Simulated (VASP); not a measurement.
# Cd3HgS4 (I-42m) in VASP: notebook

The runs below take Cd3HgS4 through single point, with PBE.

All numbers are computed with VASP 6.6.1; they aren't measurements. Logs are shortened: lines on timing, memory, paths and dates and some standing lists are left out, and cuts for length are marked.

**1. The cell of the first run**

Symmetry: I-42m, No. 121, tetragonal system. The conventional cell has a = 5.943 Å, b = 5.943 Å, c = 11.887 Å, α = 90.00°, β = 90.00°, γ = 90.00°. Cd (site symmetry -42m) has 4 S at 2.57 Å within 3.4 Å. Cd (site symmetry -4) has 4 S at 2.57 Å within 3.4 Å. Hg (site symmetry -42m) has 4 S at 2.60 Å within 3.4 Å. S (site symmetry m) has 3 Cd at 2.57 Å and 1 Hg at 2.60 Å within 3.4 Å.

**2. Single point, PBE**

INCAR reads:

```
  PREC = Accurate
  ENCUT = 520
  EDIFF = 1E-6
  ISMEAR = 0
  SIGMA = 0.1
  LREAL = False
  LASPH = True
  NELM = 80
  ALGO = Normal
  ISIF = 2
  LWAVE = False
  LCHARG = False
  GGA = PE
  NBANDS = 46
```

KPOINTS reads:

```
Automatic mesh
0
Gamma
  4 4 4
```

POSCAR reads:

```
Cd3HgS4
1.0
   -2.9715129551      2.9715129551      5.9434907821
    2.9715129551     -2.9715129551      5.9434907821
    2.9715129551      2.9715129551     -5.9434907821
Cd Hg S
3 1 4
Direct
    0.5000000000      0.5000000000      0.0000000000
    0.2500000000      0.7500000000      0.5000000000
    0.7500000000      0.2500000000      0.5000000000
    0.0000000000      0.0000000000      0.0000000000
    0.6217308555      0.6217308555      0.4956749140
    0.1260559415      0.1260559415      0.5043250860
    0.8739440585      0.3782691445      0.0000000000
    0.3782691445      0.8739440585      0.0000000000
```

Potentials or basis: VASP PAW PBE potentials, release 64 (Cd, Hg, S).

Run with:

```console
cat potpaw_PBE.64/Cd/POTCAR potpaw_PBE.64/Hg/POTCAR potpaw_PBE.64/S/POTCAR > POTCAR
mpirun -np 1 vasp_std > vasp.out
```

OUTCAR:

```text
PREC = Accurate
   ENCUT = 520
   EDIFF = 1E-6
   ISMEAR = 0
   LREAL = False
   LASPH = True
   NELM = 80
   ISIF = 2
   GGA = PE

 ion  position               nearest neighbor table
   1  0.500  0.500  0.000-   6 2.57   5 2.57   7 2.57   8 2.57
   2  0.250  0.750  0.500-   6 2.57   8 2.57   5 2.57   7 2.57
   3  0.750  0.250  0.500-   6 2.57   7 2.57   5 2.57   8 2.57
   4  0.000  0.000  0.000-   6 2.60   7 2.60   8 2.60   5 2.60
   5  0.622  0.622  0.496-   2 2.57   3 2.57   1 2.57   4 2.60
   6  0.126  0.126  0.504-   2 2.57   3 2.57   1 2.57   4 2.60
   7  0.874  0.378  0.000-   3 2.57   2 2.57   1 2.57   4 2.60
   8  0.378  0.874  0.000-   2 2.57   3 2.57   1 2.57   4 2.60

  LATTYP: Found a body centered tetragonal cell.
 ALAT       =     5.9430259102
 C/A-ratio  =     2.0001564428

  Lattice vectors:

 A1 = (  -2.9715129551,   2.9715129551,   5.9434907821)
 A2 = (   2.9715129551,  -2.9715129551,   5.9434907821)
 A3 = (   2.9715129551,   2.9715129551,  -5.9434907821)

Analysis of symmetry for initial positions (statically):
=====================================================================
 Subroutine PRICEL returns:
 Original cell was already a primitive cell.

 Routine SETGRP: Setting up the symmetry group for a
 body centered tetragonal supercell.

 Subroutine GETGRP returns: Found  8 space group operations
 (whereof  8 operations were pure point group operations)
 out of a pool of 16 trial point group operations.

The static configuration has the point symmetry D_2d.

Analysis of symmetry for dynamics (positions and initial velocities):
=====================================================================
 Subroutine PRICEL returns:
 Original cell was already a primitive cell.

 Routine SETGRP: Setting up the symmetry group for a
 body centered tetragonal supercell.

 Subroutine GETGRP returns: Found  8 space group operations
 (whereof  8 operations were pure point group operations)
 out of a pool of 16 trial point group operations.

The dynamic configuration has the point symmetry D_2d.

 Subroutine INISYM returns: Found  8 space group operations
 (whereof  8 operations are pure point group operations),
 and found     1 'primitive' translations

----------------------------------------------------------------------------------------

                                     Primitive cell

  volume of cell :     209.9215

  direct lattice vectors                    reciprocal lattice vectors
    -2.971512955  2.971512955  5.943490782     0.000000000  0.168264452  0.084125646
     2.971512955 -2.971512955  5.943490782     0.168264452  0.000000000  0.084125646
     2.971512955  2.971512955 -5.943490782     0.168264452  0.168264452  0.000000000

  length of vectors
     7.279070075  7.279070075  7.279070075     0.188122434  0.188122434  0.237961871

  position of ions in fractional coordinates (direct lattice)
     0.500000000  0.500000000  0.000000000
     0.250000000  0.750000000  0.500000000
     0.750000000  0.250000000  0.500000000
     0.000000000  0.000000000  0.000000000
     0.621730855  0.621730855  0.495674914
     0.126055941  0.126055941  0.504325086
     0.873944059  0.378269145  0.000000000
     0.378269145  0.873944059  0.000000000

  ion indices of the primitive-cell ions
   primitive index   ion index
                 1           1
                 2           2
                 3           3
                 4           4
                 5           5
                 6           6
                 7           7
                 8           8

----------------------------------------------------------------------------------------

 KPOINTS: Automatic mesh

Automatic generation of k-mesh.
 Grid dimensions read from file:
 generate k-points for:    4    4    4

 Generating k-lattice:

  Cartesian coordinates                     Fractional coordinates (reciprocal lattice)
     0.000000000  0.042066113  0.021031411     0.250000000  0.000000000 -0.000000000
     0.042066113  0.000000000  0.021031411     0.000000000  0.250000000 -0.000000000
     0.042066113  0.042066113  0.000000000     0.000000000  0.000000000  0.250000000

  Length of vectors
     0.047030609  0.047030609  0.059490468

  Shift w.r.t. Gamma in fractional coordinates (k-lattice)
     0.000000000  0.000000000  0.000000000

 Subroutine IBZKPT returns following result:
 ===========================================

 Found     13 irreducible k-points:

 Following reciprocal coordinates:
            Coordinates               Weight
  0.000000  0.000000  0.000000      1.000000
  0.250000  0.000000  0.000000      8.000000
  0.500000  0.000000  0.000000      4.000000
  0.250000  0.250000  0.000000      8.000000
  0.500000  0.250000 -0.000000     16.000000
 -0.250000  0.250000  0.000000      4.000000
  0.500000  0.500000  0.000000      2.000000
  0.250000  0.250000  0.250000      2.000000
 -0.250000  0.250000  0.250000      4.000000
  0.500000  0.500000  0.250000      4.000000
 -0.250000  0.500000  0.250000      8.000000
 -0.250000 -0.250000  0.250000      2.000000
  0.500000  0.500000  0.500000      1.000000
   k-points           NKPTS =     13   k-points in BZ     NKDIM =     13   number of bands    NBANDS=     46
   number of dos      NEDOS =    301   number of ions     NIONS =      8
   total plane-waves  NPLWV = 157464
   dimension x,y,z NGX =    54 NGY =   54 NGZ =   54
   dimension x,y,z NGXF=   108 NGYF=  108 NGZF=  108
   ions per type =               3   1   4
   NGX,Y,Z   is equivalent  to a cutoff of  12.33, 12.33, 12.33 a.u.
   NGXF,Y,Z  is equivalent  to a cutoff of  24.67, 24.67, 24.67 a.u.
 SYSTEM =  unknown system
   PREC   = accura    normal or accurate (medium, high low for compatibility)
   ISTART =      0    job   : 0-new  1-cont  2-samecut
   ICHARG =      2    charge: 1-file 2-atom 10-const
   ISPIN  =      1    spin polarized calculation?
   LNONCOLLINEAR =      F non collinear calculations
   LSORBIT =      F    spin-orbit coupling
   LASPH  =      T    aspherical Exc in radial PAW
   ENCUT  =  520.0 eV  38.22 Ry    6.18 a.u.  13.53 13.53 13.53*2*pi/ulx,y,z
   NELM   =     80;   NELMIN=  2; NELMDL= -5     # of ELM steps
   EDIFF  = 0.1E-05   stopping-criterion for ELM
   LREAL  =      F    real-space projection
   EDIFFG = 0.1E-04   stopping-criterion for IOM
   NSW    =      0    number of steps for IOM
   IBRION =     -1    ionic relax: 0-MD 1-quasi-New 2-CG
   NFREE  =      0    steps in history (QN), initial steepest desc. (CG)
   ISIF   =      2    stress and relaxation
   ISYM   =      2    0-nonsym 1-usesym 2-fastsym
   POTIM  = 0.5000    time-step for ionic-motion
   TEBEG  =    0.0;   TEEND  =   0.0 temperature during run
   PSTRESS=    0.0 pullay stress
   NELECT =      72.0000    total number of electrons
   NUPDOWN=      -1.0000    fix difference up-down
   EMIN   =  10.00;   EMAX   =-10.00  energy-range for DOS
   EFERMI =   0.00;   METHOD = LEGACY
   ISMEAR =     0;   SIGMA  =   0.10  broadening in eV -4-tet -1-fermi 0-gaus
   EFERMI_NEDOS =   21; number of points for ismear=-14 and -15
   IALGO  =     38    algorithm
   IMIX   =      4    mixing-type and parameters
     AMIX     =   0.40;   BMIX     =  1.00
     AMIX_MAG =   1.60;   BMIX_MAG =  1.00
  volume/ion in A,a.u.               =      26.24       177.08
  Fermi-wavevector in a.u.,A,eV,Ry     =   1.145953  2.165537 17.867276  1.313208
  Thomas-Fermi vector in A             =   2.282639
   LORBIT       =      0    0 simple, 1 ext, 2 COOP (PROOUT), +10 PAW based schemes
   GGA     = PE    functional components
   LHFCALC =     F    Hartree Fock is set to
   AEXX    =    0.0000 exact exchange contribution
   IVDW    =     0    specifies the selected vdW correction
   LEPSILON=     F    determine dielectric tensor
   LRPA    =     F    only Hartree local field effects (RPA)
 non-spin polarized calculation
 Gauss-broadening in eV      SIGMA  =   0.10
  energy-cutoff  :      520.00
  volume of cell :      209.92
 maximum number of plane-waves:      5687
   NGX = 27   NGY = 27   NGZ = 27

 number of electron      71.9999990 magnetization

 Free energy of the ion-electron system (eV)
  ---------------------------------------------------
  ext. energy  EPLUGINS =         0.00000000
  ---------------------------------------------------
  free energy    TOTEN  =       -22.97604398 eV

  energy without entropy =      -22.97604382  energy(sigma->0) =      -22.97604390

 E-fermi :   1.3740     XC(G=0):  -8.9349

 val. band max:        1.0533826301   @ k =   0.0000   0.0000   0.0000
 cond. band min:       1.6791694830   @ k =   0.0000   0.0000   0.0000
 fundamental gap:      0.6257868529
 Fermi energy:         1.3740242811

 k-point     1 :       0.0000    0.0000    0.0000
  band No.  band energies     occupation
      1     -11.2100      2.00000
      2     -10.6803      2.00000
      3     -10.6803      2.00000
      4     -10.6791      2.00000
      5      -6.5694      2.00000
      6      -6.5694      2.00000
[... 38 lines left out ...]
     45       7.4905      0.00000
     46       7.4914      0.00000

 k-point     2 :       0.2500    0.0000    0.0000
  band No.  band energies     occupation
      1     -11.1152      2.00000
      2     -10.7321      2.00000
      3     -10.7033      2.00000
      4     -10.6958      2.00000
      5      -6.5496      2.00000
      6      -6.5395      2.00000
[... 38 lines left out ...]
     45       7.7868      0.00000
     46       7.8564      0.00000

 k-point     3 :       0.5000    0.0000    0.0000
  band No.  band energies     occupation
      1     -10.9199      2.00000
      2     -10.8884      2.00000
      3     -10.7206      2.00000
      4     -10.7139      2.00000
      5      -6.5115      2.00000
      6      -6.4964      2.00000
[... 38 lines left out ...]
     45       7.7659      0.00000
     46       7.8127      0.00000

 k-point     4 :       0.2500    0.2500    0.0000
  band No.  band energies     occupation
      1     -11.0102      2.00000
      2     -10.7530      2.00000
      3     -10.7393      2.00000
      4     -10.7384      2.00000
      5      -6.5322      2.00000
      6      -6.5249      2.00000
[... 381 lines left out ...]
     45       7.9731      0.00000
     46       8.0968      0.00000

 k-point    12 :      -0.2500   -0.2500    0.2500
  band No.  band energies     occupation
      1     -11.1325      2.00000
      2     -10.7554      2.00000
      3     -10.6796      2.00000
      4     -10.6796      2.00000
      5      -6.5375      2.00000
      6      -6.5375      2.00000
[... 38 lines left out ...]
     45       7.9135      0.00000
     46       7.9135      0.00000

 k-point    13 :       0.5000    0.5000    0.5000
  band No.  band energies     occupation
      1     -10.9597      2.00000
      2     -10.9273      2.00000
      3     -10.6789      2.00000
      4     -10.6789      2.00000
      5      -6.4916      2.00000
      6      -6.4916      2.00000
[... 38 lines left out ...]
     45       8.9761      0.00000
     46       8.9991      0.00000

------------------------ aborting loop because EDIFF is reached ----------------------------------------

  FORCE on cell =-STRESS in cart. coord.  units (eV):
  Direction    XX          YY          ZZ          XY          YZ          ZX
  --------------------------------------------------------------------------------------
  -------------------------------------------------------------------------------------
  Total        0.3542427      0.3542427      0.3559253      0.0000000      0.0000000      0.0000000
  in kB        2.7036758      2.7036758      2.7165178      0.0000000      0.0000000      0.0000000
  external PRESSURE =       2.7079565 kB  Pullay stress =       0.0000000 kB

 VOLUME and BASIS-vectors are now :
 -----------------------------------------------------------------------------
  energy-cutoff  :      520.00
  volume of cell :      209.92
      direct lattice vectors                 reciprocal lattice vectors
    -2.971512955  2.971512955  5.943490782     0.000000000  0.168264452  0.084125646
     2.971512955 -2.971512955  5.943490782     0.168264452  0.000000000  0.084125646
     2.971512955  2.971512955 -5.943490782     0.168264452  0.168264452  0.000000000

 POSITION                                       TOTAL-FORCE (eV/Angst)
 -----------------------------------------------------------------------------------
      0.00000      0.00000      5.94349         0.000000     -0.000000      0.000000
      2.97151     -0.00000      2.97175         0.000000     -0.000000      0.000000
     -0.00000      2.97151      2.97175         0.000000     -0.000000      0.000000
      0.00000      0.00000      0.00000         0.000000     -0.000000      0.000000
      1.47290      1.47290      4.44446         0.004728      0.004728      0.013773
      1.49861      1.49861     -1.49903        -0.004728     -0.004728      0.013773
     -1.47290      1.47290      7.44252        -0.004728      0.004728     -0.013773
      1.47290     -1.47290      7.44252         0.004728     -0.004728     -0.013773
 -----------------------------------------------------------------------------------
    total drift:                                0.000007      0.000007      0.000006

  FREE ENERGIE OF THE ION-ELECTRON SYSTEM (eV)
  ---------------------------------------------------
  free  energy   TOTEN  =       -22.9760439813 eV

  energy  without entropy=      -22.9760438180  energy(sigma->0) =      -22.97604390
```

Run time: 3.8 min. Hardware: 1 thread of Intel Xeon 6975P-C, shared host; peak memory 0.45 GiB.

What came out:

| Item | Value |
| --- | --- |
| Free energy | -22.9760 eV |
| Pressure | 0.3 GPa |
| Largest force | 0.015 eV/Å |
| Band gap on the k mesh | 0.63 eV, direct |

Forces on the atoms (eV/Å):
```
Cd   0.000  0.000  0.000
Cd   0.000  0.000  0.000
Cd   0.000  0.000  0.000
Hg   0.000  0.000  0.000
S    0.005  0.005  0.014
S   -0.005 -0.005  0.014
S   -0.005  0.005 -0.014
S    0.005 -0.005 -0.014
```

Levels at points of the mesh, in eV from the valence-band top:
| k point | band 33 | band 34 | band 35 | band 36 | band 37 | band 38 | band 39 | band 40 |
| --- | --- | --- | --- | --- | --- | --- | --- | --- |
| (0.00, 0.00, 0.00) | -1.80 | 0.00 | 0.00 | 0.00 | 0.63 | 3.62 | 3.77 | 4.79 |
| (0.50, 0.00, 0.00) | -1.30 | -1.25 | -0.80 | -0.65 | 2.96 | 3.55 | 4.33 | 4.62 |
| (0.50, 0.50, 0.00) | -0.77 | -0.69 | -0.65 | -0.62 | 2.17 | 2.84 | 3.71 | 3.99 |
| (0.50, 0.50, 0.50) | -1.07 | -1.07 | -0.88 | -0.88 | 2.78 | 3.33 | 3.62 | 3.62 |

Caveat: spin-orbit coupling is left out, which moves the levels of the heavy elements.

(Part 1 of 2 ends here.)
